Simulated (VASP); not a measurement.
# Mo (Pm-3m) in VASP: notebook, part 2 of 2

VASP 6.6.1. Earlier steps stand in the parts before.

## Step 4: Relaxation of cell and atoms, PBE

This run uses another cell than the first one, of 17.17 Å³/atom, 1.064 times its volume.

INCAR

```
ALGO = Normal ; EDIFF = 1E-7
EDIFFG = -0.03 ; ENCUT = 500
GGA = PE ; GGA_COMPAT = F
IBRION = 2 ; ISIF = 3
ISMEAR = -1 ; LASPH = T
LCHARG = F ; LREAL = F
LWAVE = F ; NELM = 120
NELMIN = 4 ; NSW = 50
PREC = Accurate ; SIGMA = 0.1
```

KPOINTS

```
k-points
0
Gamma
  10 10 10
```

POSCAR

```
Mo
1.0
    2.5800000000      0.0000000000      0.0000000000
    0.0000000000      2.5800000000      0.0000000000
    0.0000000000      0.0000000000      2.5800000000
Mo
1
Direct
    0.0000000000      0.0000000000      0.0000000000
```

Potentials or basis: VASP PAW PBE potentials, release 64 (Mo_sv).

The run is started by

```
$ cat potpaw_PBE.64/Mo_sv/POTCAR > POTCAR
$ mpirun -np 1 vasp_std > vasp.out
```

OUTCAR:

```text
EDIFF = 1E-7
   EDIFFG = -0.03
   ENCUT = 500
   GGA = PE
   IBRION = 2
   ISIF = 3
   ISMEAR = -1
   LASPH = T
   LREAL = F
   NELM = 120
   NELMIN = 4
   NSW = 50
   PREC = Accurate

 ion  position               nearest neighbor table
   1  0.000  0.000  0.000-

  LATTYP: Found a simple cubic cell.
 ALAT       =     2.5800000000

  Lattice vectors:

 A1 = (   2.5800000000,   0.0000000000,   0.0000000000)
 A2 = (   0.0000000000,   2.5800000000,   0.0000000000)
 A3 = (   0.0000000000,   0.0000000000,   2.5800000000)

Analysis of symmetry for initial positions (statically):
=====================================================================
 Subroutine PRICEL returns:
 Original cell was already a primitive cell.

 Routine SETGRP: Setting up the symmetry group for a
 simple cubic supercell.

 Subroutine GETGRP returns: Found 48 space group operations
 (whereof 48 operations were pure point group operations)
 out of a pool of 48 trial point group operations.

The static configuration has the point symmetry O_h .

Analysis of symmetry for dynamics (positions and initial velocities):
=====================================================================
 Subroutine PRICEL returns:
 Original cell was already a primitive cell.

 Routine SETGRP: Setting up the symmetry group for a
 simple cubic supercell.

 Subroutine GETGRP returns: Found 48 space group operations
 (whereof 48 operations were pure point group operations)
 out of a pool of 48 trial point group operations.

The dynamic configuration has the point symmetry O_h .

 Subroutine INISYM returns: Found 48 space group operations
 (whereof 48 operations are pure point group operations),
 and found     1 'primitive' translations

----------------------------------------------------------------------------------------

                                     Primitive cell

  volume of cell :      17.1735

  direct lattice vectors                    reciprocal lattice vectors
     2.580000000  0.000000000  0.000000000     0.387596899  0.000000000  0.000000000
     0.000000000  2.580000000  0.000000000     0.000000000  0.387596899  0.000000000
     0.000000000  0.000000000  2.580000000     0.000000000  0.000000000  0.387596899

  length of vectors
     2.580000000  2.580000000  2.580000000     0.387596899  0.387596899  0.387596899

  position of ions in fractional coordinates (direct lattice)
     0.000000000  0.000000000  0.000000000

  ion indices of the primitive-cell ions
   primitive index   ion index
                 1           1

----------------------------------------------------------------------------------------

 KPOINTS: k-points

Automatic generation of k-mesh.
 Grid dimensions read from file:
 generate k-points for:   10   10   10

 Generating k-lattice:

  Cartesian coordinates                     Fractional coordinates (reciprocal lattice)
     0.038759690  0.000000000  0.000000000     0.100000000  0.000000000  0.000000000
     0.000000000  0.038759690  0.000000000     0.000000000  0.100000000  0.000000000
     0.000000000  0.000000000  0.038759690     0.000000000  0.000000000  0.100000000

  Length of vectors
     0.038759690  0.038759690  0.038759690

  Shift w.r.t. Gamma in fractional coordinates (k-lattice)
     0.000000000  0.000000000  0.000000000

 Subroutine IBZKPT returns following result:
 ===========================================

 Found     56 irreducible k-points:

 Following reciprocal coordinates:
            Coordinates               Weight
  0.000000  0.000000  0.000000      1.000000
  0.100000  0.000000  0.000000      6.000000
  0.200000  0.000000  0.000000      6.000000
  0.300000  0.000000  0.000000      6.000000
  0.400000  0.000000  0.000000      6.000000
  0.500000  0.000000  0.000000      3.000000
[... 16 lines left out ...]
  0.200000  0.100000  0.100000     24.000000
  0.300000  0.100000  0.100000     24.000000
 [... further k-points ...]
   k-points           NKPTS =     56   k-points in BZ     NKDIM =     56   number of bands    NBANDS=     11
   number of dos      NEDOS =    301   number of ions     NIONS =      1
   total plane-waves  NPLWV =   8000
   dimension x,y,z NGX =    20 NGY =   20 NGZ =   20
   dimension x,y,z NGXF=    40 NGYF=   40 NGZF=   40
   ions per type =               1
   NGX,Y,Z   is equivalent  to a cutoff of  12.89, 12.89, 12.89 a.u.
   NGXF,Y,Z  is equivalent  to a cutoff of  25.77, 25.77, 25.77 a.u.
 SYSTEM =  unknown system
   PREC   = accura    normal or accurate (medium, high low for compatibility)
   ISTART =      0    job   : 0-new  1-cont  2-samecut
   ICHARG =      2    charge: 1-file 2-atom 10-const
   ISPIN  =      1    spin polarized calculation?
   LNONCOLLINEAR =      F non collinear calculations
   LSORBIT =      F    spin-orbit coupling
   LASPH  =      T    aspherical Exc in radial PAW
   ENCUT  =  500.0 eV  36.75 Ry    6.06 a.u.   4.70  4.70  4.70*2*pi/ulx,y,z
   NELM   =    120;   NELMIN=  4; NELMDL= -5     # of ELM steps
   EDIFF  = 0.1E-06   stopping-criterion for ELM
   LREAL  =      F    real-space projection
   EDIFFG = -.3E-01   stopping-criterion for IOM
   NSW    =     50    number of steps for IOM
   IBRION =      2    ionic relax: 0-MD 1-quasi-New 2-CG
   NFREE  =      1    steps in history (QN), initial steepest desc. (CG)
   ISIF   =      3    stress and relaxation
   ISYM   =      2    0-nonsym 1-usesym 2-fastsym
   POTIM  = 0.5000    time-step for ionic-motion
   TEBEG  =    0.0;   TEEND  =   0.0 temperature during run
   PSTRESS=    0.0 pullay stress
   NELECT =      14.0000    total number of electrons
   NUPDOWN=      -1.0000    fix difference up-down
   EMIN   =  10.00;   EMAX   =-10.00  energy-range for DOS
   EFERMI =   0.00;   METHOD = LEGACY
   ISMEAR =    -1;   SIGMA  =   0.10  broadening in eV -4-tet -1-fermi 0-gaus
   EFERMI_NEDOS =   21; number of points for ismear=-14 and -15
   IALGO  =     38    algorithm
   IMIX   =      4    mixing-type and parameters
     AMIX     =   0.40;   BMIX     =  1.00
     AMIX_MAG =   1.60;   BMIX_MAG =  1.00
  volume/ion in A,a.u.               =      17.17       115.89
  Fermi-wavevector in a.u.,A,eV,Ry     =   1.529318  2.889992 31.821491  2.338814
  Thomas-Fermi vector in A             =   2.636955
   LORBIT       =      0    0 simple, 1 ext, 2 COOP (PROOUT), +10 PAW based schemes
   GGA     = PE    functional components
   LHFCALC =     F    Hartree Fock is set to
   AEXX    =    0.0000 exact exchange contribution
   IVDW    =     0    specifies the selected vdW correction
   LEPSILON=     F    determine dielectric tensor
   LRPA    =     F    only Hartree local field effects (RPA)
 conjugate gradient relaxation of ions
 non-spin polarized calculation
  energy-cutoff  :      500.00
  volume of cell :       17.17
 maximum number of plane-waves:       461
 NGX is ok and might be reduce to    20
   NGX =  9   NGY =  9   NGZ =  9

--------------------------------------- Ionic step        1  -------------------------------------------

 number of electron      13.9999993 magnetization

 Free energy of the ion-electron system (eV)
  ---------------------------------------------------
  ext. energy  EPLUGINS =         0.00000000
  ---------------------------------------------------
  free energy    TOTEN  =        -9.79468860 eV

  energy without entropy =       -9.74953007  energy(sigma->0) =       -9.77210934

------------------------ aborting loop because EDIFF is reached ----------------------------------------

  FORCE on cell =-STRESS in cart. coord.  units (eV):
  Direction    XX          YY          ZZ          XY          YZ          ZX
  --------------------------------------------------------------------------------------
  -------------------------------------------------------------------------------------
  Total        0.6237935      0.6237935      0.6237935      0.0000000     -0.0000000      0.0000000
  in kB       58.1958867     58.1958867     58.1958867      0.0000000     -0.0000000      0.0000000
  external PRESSURE =      58.1958867 kB  Pullay stress =       0.0000000 kB
[... 22 lines left out ...]
--------------------------------------- Ionic step        2  -------------------------------------------

 number of electron      14.0000008 magnetization

 E-fermi :   9.8263     XC(G=0): -12.2392

 val. band max:        9.8247096332   @ k =   0.5000   0.0000   0.0000
 cond. band min:       9.8276373395   @ k =   0.3000   0.3000   0.1000
 fundamental gap:      0.0029277062
 Fermi energy:         9.8262560043

 k-point     1 :       0.0000    0.0000    0.0000
  band No.  band energies     occupation
      1     -51.2923      2.00000
      2     -24.7015      2.00000
      3     -24.7015      2.00000
      4     -24.7015      2.00000
      5       3.5178      2.00000
      6       5.9580      2.00000
      7       5.9580      2.00000
      8      13.2769      0.00000
      9      13.2769      0.00000
     10      13.2769      0.00000
     11      24.7026      0.00000
[... 356 lines left out ...]
--------------------------------------- Ionic step        3  -------------------------------------------

 number of electron      13.9999996 magnetization

 Free energy of the ion-electron system (eV)
  ---------------------------------------------------
  ext. energy  EPLUGINS =         0.00000000
  ---------------------------------------------------
  free energy    TOTEN  =        -9.80358343 eV

  energy without entropy =       -9.75866364  energy(sigma->0) =       -9.78112354

 E-fermi :  10.6579     XC(G=0): -12.5572

 val. band max:       10.6532436959   @ k =   0.5000   0.1000   0.1000
 cond. band min:      10.6775085187   @ k =   0.5000   0.3000   0.1000
 fundamental gap:      0.0242648228
 Fermi energy:        10.6579192782

 k-point     1 :       0.0000    0.0000    0.0000
  band No.  band energies     occupation
      1     -50.4722      2.00000
      2     -23.7618      2.00000
      3     -23.7618      2.00000
      4     -23.7618      2.00000
      5       4.1463      2.00000
      6       6.4911      2.00000
      7       6.4911      2.00000
      8      14.4175      0.00000
      9      14.4175      0.00000
     10      14.4175      0.00000
     11      26.0322      0.00000
[... 350 lines left out ...]
  FREE ENERGIE OF THE ION-ELECTRON SYSTEM (eV)
  ---------------------------------------------------
  free  energy   TOTEN  =        -9.8035834340 eV

  energy  without entropy=       -9.7586636387  energy(sigma->0) =       -9.78112354

 reached required accuracy - stopping structural energy minimisation
```

CONTCAR:

```text
Mo
   1.00000000000000
     2.6054227441025857   -0.0000000000000000    0.0000000000000000
     0.0000000000000000    2.6054227441025857   -0.0000000000000000
     0.0000000000000000   -0.0000000000000000    2.6054227441025857
  Mo
     1
Direct
     0.0000000000000000    0.0000000000000000    0.0000000000000000

  0.00000000E+00  0.00000000E+00  0.00000000E+00
```

It took 9.2 s on 1 thread of Intel Xeon 6975P-C (Granite Rapids), shared host; peak memory 0.13 GiB.

What came out:

```
Free energy                            : -9.8036 eV
Relaxed volume                         : 17.69 Å³/atom
Relaxed cell                           : a = 2.605 Å, b = 2.605 Å, c = 2.605 Å, α = 90.00°, β = 90.00°, γ = 90.00°
Space group after relaxing (to 0.05 Å) : Pm-3m (No. 221)
Energy gained by relaxing              : 8.9 meV/atom
Ionic steps                            : 3
Pressure after relaxing                : -0.1 GPa
Band gap on the k mesh                 : zero (band 7 reaches 12.01 eV, above the bottom of band 8 at 9.55 eV)
```

The path:
| step | energy change (eV) | largest force (eV/Å) | pressure (GPa) | volume (Å³) |
| --- | --- | --- | --- | --- |
| 1 | 0.0000 | 0.0000 | 5.82 | 17.17 |
| 2 | 0.0275 | 0.0000 | -10.11 | 18.77 |
| 3 | -0.0089 | 0.0000 | -0.08 | 17.69 |

Final structure:
```
Mo
1.0
     2.60542    0.00000    0.00000
     0.00000    2.60542    0.00000
     0.00000    0.00000    2.60542
Mo
1
Direct
  0.00000 0.00000 0.00000
```

Levels at points of the mesh, in eV from the Fermi level:
```tsv
k point	band 5	band 6	band 7	band 8	band 9	band 10
(0.00, 0.00, 0.00)	-6.51	-4.17	-4.17	3.76	3.76	3.76
(0.50, 0.00, 0.00)	-3.51	-3.29	0.03	0.59	0.59	4.08
(0.50, 0.50, 0.00)	-5.30	-2.28	1.24	1.24	5.68	5.68
(0.50, 0.50, 0.50)	-3.73	-3.73	-3.73	6.19	6.19	7.67
```

## Step 5: The runs side by side

```tsv
task	cell	gap on the mesh (eV)	pressure (GPa)
single point	a = 2.527 Å, 1 atom	none	20.7
single point	a = 2.603 Å, 1 atom	none	0.5
relaxation of cell and atoms	relaxed from a = 2.580 Å, 1 atom	none	-0.1
```

Alike in all rows: level PBE; potentials or basis VASP PAW PBE potentials, release 64 (Mo_sv); no spin polarisation; k mesh 10 × 10 × 10; cutoff (eV) 500; smearing fermi-dirac 0.1 eV.

Total energies depend on the potentials used, so only differences within one code and one set of settings carry meaning.
